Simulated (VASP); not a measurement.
Here is a VASP 6.6.1 calculation.

Contents of INCAR:

```
PREC = Accurate ; ENCUT = 520
EDIFF = 1E-6 ; ISMEAR = 1
SIGMA = 0.05 ; LREAL = F
LASPH = T ; NELM = 150
ALGO = Fast ; ISIF = 2
LWAVE = F ; LCHARG = T
MAGMOM = 0 0 0.5 ; LORBIT = 11
LSORBIT = T ; GGA_COMPAT = F
LORBMOM = T ; GGA = PS
IVDW = 13 ; LVHAR = T
NBANDS = 23
```

KPOINTS

```
Automatic mesh
0
Gamma
  8 8 8
```

File POSCAR:

```
Cd
1.0
    0.0000000000      2.2616539272      2.2616539272
    2.2616539272      0.0000000000      2.2616539272
    2.2616539272      2.2616539272      0.0000000000
Cd
1
Direct
    0.0000000000      0.0000000000      0.0000000000
```

Potentials or basis: VASP PAW PBE potentials, release 64 (Cd).

The run is started by

```sh
$ cat potpaw_PBE.64/Cd/POTCAR > POTCAR
$ mpirun -np 1 vasp_ncl > vasp.out
```

Question: What does it give for the net moment?

Answer: 0.00 μB per cell.

Question: Estimate the pressure.

Answer: -5.7 GPa.

Question: What does it give for the dispersion energy per atom?

Answer: -0.221 eV.

Moments on the atoms (μB; x, y, z):
```
Cd  0.00 0.00 0.00
```

Caveat: the PAW data sets were made with another functional, which shifts forces and pressure a little.
